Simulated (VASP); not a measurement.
# CdS (I-4m2) in VASP: a series of runs, part 3 of 3

VASP 6.6.1. Earlier steps stand in the parts before.

### 5 Single point, r2SCAN (uniaxial z strain +4.0%)

Contents of POSCAR:

```
CdS
1.0
    0.0000000000      2.9392148430      3.0567834368
    2.9392148430      0.0000000000      3.0567834368
    2.9392148430      2.9392148430      0.0000000000
Cd S
1 1
Direct
    0.0000000000      0.0000000000      0.0000000000
    0.2500000000      0.2500000000      0.2500000000
```

Contents of INCAR.step1:

```
  ALGO = Normal
  EDIFF = 1E-4
  ENCUT = 520
  GGA = PE
  ISMEAR = 0
  LASPH = True
  LCHARG = False
  LREAL = False
  LWAVE = True
  NBANDS = 16
  NELM = 60
  PREC = Accurate
  SIGMA = 0.01
```

Contents of INCAR.step2:

```
  ALGO = Normal
  EDIFF = 1E-6
  ENCUT = 520
  ISIF = 2
  ISMEAR = 0
  ISTART = 1
  LASPH = True
  LCHARG = False
  LMIXTAU = True
  LREAL = False
  LWAVE = False
  METAGGA = R2SCAN
  NBANDS = 16
  NELM = 60
  PREC = Accurate
  SIGMA = 0.01
```

Contents of KPOINTS:

```
k-points
0
Gamma
  8 8 8
```

Potentials or basis: VASP PAW PBE potentials, release 64 (Cd, S).

The run is started by

```bash
cat potpaw_PBE.64/Cd/POTCAR potpaw_PBE.64/S/POTCAR > POTCAR
cp INCAR.step1 INCAR
mpirun -np 1 vasp_std > vasp.out
cp INCAR.step2 INCAR
mpirun -np 1 vasp_std > vasp.out
```

OUTCAR:

```text
EDIFF = 1E-6
   ENCUT = 520
   ISIF = 2
   ISMEAR = 0
   ISTART = 1
   LASPH = True
   LREAL = False
   METAGGA = R2SCAN
   NELM = 60
   PREC = Accurate

 ion  position               nearest neighbor table
   1  0.000  0.000  0.000-   2 2.58   2 2.58   2 2.58   2 2.58
   2  0.250  0.250  0.250-   1 2.58   1 2.58   1 2.58   1 2.58

  LATTYP: Found a body centered tetragonal cell.
 ALAT       =     4.1566774937
 C/A-ratio  =     1.4707821049

  Lattice vectors:

 A1 = (  -2.9392148430,   0.0000000000,   3.0567834368)
 A2 = (   2.9392148430,   0.0000000000,   3.0567834368)
 A3 = (   0.0000000000,   2.9392148430,  -3.0567834368)

Analysis of symmetry for initial positions (statically):
=====================================================================
 Subroutine PRICEL returns:
 Original cell was already a primitive cell.

 Routine SETGRP: Setting up the symmetry group for a
 body centered tetragonal supercell.

 Subroutine GETGRP returns: Found  8 space group operations
 (whereof  8 operations were pure point group operations)
 out of a pool of 16 trial point group operations.

The static configuration has the point symmetry D_2d.

Analysis of symmetry for dynamics (positions and initial velocities):
=====================================================================
 Subroutine PRICEL returns:
 Original cell was already a primitive cell.

 Routine SETGRP: Setting up the symmetry group for a
 body centered tetragonal supercell.

 Subroutine GETGRP returns: Found  8 space group operations
 (whereof  8 operations were pure point group operations)
 out of a pool of 16 trial point group operations.

The dynamic configuration has the point symmetry D_2d.

 Subroutine INISYM returns: Found  8 space group operations
 (whereof  8 operations are pure point group operations),
 and found     1 'primitive' translations

----------------------------------------------------------------------------------------

                                     Primitive cell

  volume of cell :      52.8150

  direct lattice vectors                    reciprocal lattice vectors
     0.000000000  2.939214843  3.056783437    -0.170113458  0.170113458  0.163570632
     2.939214843  0.000000000  3.056783437     0.170113458 -0.170113458  0.163570632
     2.939214843  2.939214843  0.000000000     0.170113458  0.170113458 -0.163570632

  length of vectors
     4.240626000  4.240626000  4.156677494     0.290916704  0.290916704  0.290916704

  position of ions in fractional coordinates (direct lattice)
     0.000000000  0.000000000  0.000000000
     0.250000000  0.250000000  0.250000000

  ion indices of the primitive-cell ions
   primitive index   ion index
                 1           1
                 2           2

----------------------------------------------------------------------------------------

 KPOINTS: k-points

Automatic generation of k-mesh.
 Grid dimensions read from file:
 generate k-points for:    8    8    8

 Generating k-lattice:

  Cartesian coordinates                     Fractional coordinates (reciprocal lattice)
    -0.021264182  0.021264182  0.020446329     0.125000000 -0.000000000  0.000000000
     0.021264182 -0.021264182  0.020446329    -0.000000000  0.125000000  0.000000000
     0.021264182  0.021264182 -0.020446329     0.000000000  0.000000000  0.125000000

  Length of vectors
     0.036364588  0.036364588  0.036364588

  Shift w.r.t. Gamma in fractional coordinates (k-lattice)
     0.000000000  0.000000000  0.000000000

 Subroutine IBZKPT returns following result:
 ===========================================

 Found     59 irreducible k-points:

 Following reciprocal coordinates:
            Coordinates               Weight
  0.000000  0.000000  0.000000      1.000000
  0.125000  0.000000  0.000000      8.000000
  0.250000  0.000000  0.000000      8.000000
  0.375000  0.000000  0.000000      8.000000
  0.500000  0.000000  0.000000      4.000000
  0.125000  0.125000  0.000000      2.000000
[... 16 lines left out ...]
  0.250000  0.000000  0.125000     16.000000
  0.375000  0.000000  0.125000     16.000000
 [... further k-points ...]
   k-points           NKPTS =     59   k-points in BZ     NKDIM =     59   number of bands    NBANDS=     16
   number of dos      NEDOS =    301   number of ions     NIONS =      2
   total plane-waves  NPLWV =  32768
   dimension x,y,z NGX =    32 NGY =   32 NGZ =   32
   dimension x,y,z NGXF=    64 NGYF=   64 NGZF=   64
   ions per type =               1   1
   NGX,Y,Z   is equivalent  to a cutoff of  12.55, 12.55, 12.80 a.u.
   NGXF,Y,Z  is equivalent  to a cutoff of  25.09, 25.09, 25.60 a.u.
 SYSTEM =  unknown system
   PREC   = accura    normal or accurate (medium, high low for compatibility)
   ISTART =      1    job   : 0-new  1-cont  2-samecut
   ICHARG =      0    charge: 1-file 2-atom 10-const
   ISPIN  =      1    spin polarized calculation?
   LNONCOLLINEAR =      F non collinear calculations
   LSORBIT =      F    spin-orbit coupling
   LASPH  =      T    aspherical Exc in radial PAW
   ENCUT  =  520.0 eV  38.22 Ry    6.18 a.u.   7.88  7.88  7.73*2*pi/ulx,y,z
   NELM   =     60;   NELMIN=  2; NELMDL=  0     # of ELM steps
   EDIFF  = 0.1E-05   stopping-criterion for ELM
   LREAL  =      F    real-space projection
   EDIFFG = 0.1E-04   stopping-criterion for IOM
   NSW    =      0    number of steps for IOM
   IBRION =     -1    ionic relax: 0-MD 1-quasi-New 2-CG
   NFREE  =      0    steps in history (QN), initial steepest desc. (CG)
   ISIF   =      2    stress and relaxation
   ISYM   =      2    0-nonsym 1-usesym 2-fastsym
   POTIM  = 0.5000    time-step for ionic-motion
   TEBEG  =    0.0;   TEEND  =   0.0 temperature during run
   PSTRESS=    0.0 pullay stress
   NELECT =      18.0000    total number of electrons
   NUPDOWN=      -1.0000    fix difference up-down
   EMIN   =  10.00;   EMAX   =-10.00  energy-range for DOS
   EFERMI =   0.00;   METHOD = LEGACY
   ISMEAR =     0;   SIGMA  =   0.01  broadening in eV -4-tet -1-fermi 0-gaus
   EFERMI_NEDOS =   21; number of points for ismear=-14 and -15
   IALGO  =     38    algorithm
   IMIX   =      4    mixing-type and parameters
     AMIX     =   0.40;   BMIX     =  1.00
     AMIX_MAG =   1.60;   BMIX_MAG =  1.00
  volume/ion in A,a.u.               =      26.41       178.21
  Fermi-wavevector in a.u.,A,eV,Ry     =   1.143527  2.160953 17.791724  1.307655
  Thomas-Fermi vector in A             =   2.280222
   LORBIT       =      0    0 simple, 1 ext, 2 COOP (PROOUT), +10 PAW based schemes
   METAGGA = R2SCAN    functional components
   LHFCALC =     F    Hartree Fock is set to
   AEXX    =    0.0000 exact exchange contribution
   IVDW    =     0    specifies the selected vdW correction
   LEPSILON=     F    determine dielectric tensor
   LRPA    =     F    only Hartree local field effects (RPA)
 non-spin polarized calculation
 Gauss-broadening in eV      SIGMA  =   0.01
  energy-cutoff  :      520.00
  volume of cell :       52.82
 maximum number of plane-waves:      1436
   NGX = 15   NGY = 15   NGZ = 15

 number of electron      17.9999998 magnetization

 Free energy of the ion-electron system (eV)
  ---------------------------------------------------
  ext. energy  EPLUGINS =         0.00000000
  ---------------------------------------------------
  free energy    TOTEN  =       -29.67158572 eV

  energy without entropy =      -29.67158572  energy(sigma->0) =      -29.67158572

 E-fermi :   0.6582     XC(G=0):  -9.4287

 val. band max:        0.5719917727   @ k =   0.0000   0.0000   0.0000
 cond. band min:       1.9736016490   @ k =   0.0000   0.0000   0.0000
 fundamental gap:      1.4016098763
 Fermi energy:         0.6581749949

 k-point     1 :       0.0000    0.0000    0.0000
  band No.  band energies     occupation
      1     -11.9639      2.00000
      2      -7.2460      2.00000
      3      -7.2222      2.00000
      4      -7.2222      2.00000
      5      -6.8095      2.00000
      6      -6.8010      2.00000
[... 8 lines left out ...]
     15      12.2503      0.00000
     16      12.7173      0.00000
[... 419 lines left out ...]
 k-point    24 :       0.3750    0.0000    0.1250
  band No.  band energies     occupation
      1     -11.6514      2.00000
      2      -7.1309      2.00000
      3      -7.1047      2.00000
      4      -6.8688      2.00000
      5      -6.7732      2.00000
      6      -6.7024      2.00000
[... 8 lines left out ...]
     15      12.8147      0.00000
     16      13.1895      0.00000

 [... further k-points ...]

------------------------ aborting loop because EDIFF is reached ----------------------------------------

  FORCE on cell =-STRESS in cart. coord.  units (eV):
  Direction    XX          YY          ZZ          XY          YZ          ZX
  --------------------------------------------------------------------------------------
  -------------------------------------------------------------------------------------
  Total       -0.5533174     -0.5533174     -0.8439485      0.0000000     -0.0000000     -0.0000000
  in kB      -16.7852408    -16.7852408    -25.6017222      0.0000000     -0.0000000     -0.0000000
  external PRESSURE =     -19.7240679 kB  Pullay stress =       0.0000000 kB

 VOLUME and BASIS-vectors are now :
 -----------------------------------------------------------------------------
  energy-cutoff  :      520.00
  volume of cell :       52.82
      direct lattice vectors                 reciprocal lattice vectors
     0.000000000  2.939214843  3.056783437    -0.170113458  0.170113458  0.163570632
     2.939214843  0.000000000  3.056783437     0.170113458 -0.170113458  0.163570632
     2.939214843  2.939214843  0.000000000     0.170113458  0.170113458 -0.163570632

 POSITION                                       TOTAL-FORCE (eV/Angst)
 -----------------------------------------------------------------------------------
      0.00000      0.00000      0.00000        -0.000000      0.000000     -0.000000
      1.46961      1.46961      1.52839         0.000000     -0.000000      0.000000
 -----------------------------------------------------------------------------------
    total drift:                               -0.000002     -0.000002     -0.000006

  FREE ENERGIE OF THE ION-ELECTRON SYSTEM (eV)
  ---------------------------------------------------
  free  energy   TOTEN  =       -29.6715857157 eV

  energy  without entropy=      -29.6715857157  energy(sigma->0) =      -29.67158572
```

It used 420 s of CPU time on 1 thread of AMD EPYC 7R13 Processor (Zen 3), with other jobs on the host.

Results:

- Free energy: -29.6716 eV
- Pressure: -2.0 GPa
- Band gap on the k mesh: 1.40 eV

Caveat: the cell differs from its parent crystal (uniaxial z strain +4.0%); the PAW data sets were made with another functional, which shifts forces and pressure a little.

### 6 The runs side by side

| cell | gap on the mesh (eV) | pressure (GPa) |
| --- | --- | --- |
| a = 4.178, b = 4.178, c = 4.157 Å, angles 60.2, 60.2, 59.7°, 2 atoms | 1.50 | -0.3 |
| a = 4.198, b = 4.198, c = 4.157 Å, angles 60.3, 60.3, 59.3°, 2 atoms | 1.47 | -0.9 |
| a = 4.219, b = 4.219, c = 4.157 Å, angles 60.5, 60.5, 59.0°, 2 atoms | 1.44 | -1.4 |
| a = 4.241, b = 4.241, c = 4.157 Å, angles 60.7, 60.7, 58.7°, 2 atoms | 1.40 | -2.0 |

Alike in all rows: task single point; level r2SCAN; potentials or basis VASP PAW PBE potentials, release 64 (Cd, S); no spin polarisation; k mesh 8 × 8 × 8; cutoff (eV) 520; smearing gaussian 0.01 eV.

Caveats: the PAW data sets were made with another functional, which shifts forces and pressure a little.

Total energies depend on the potentials used, so only differences within one code and one set of settings carry meaning.
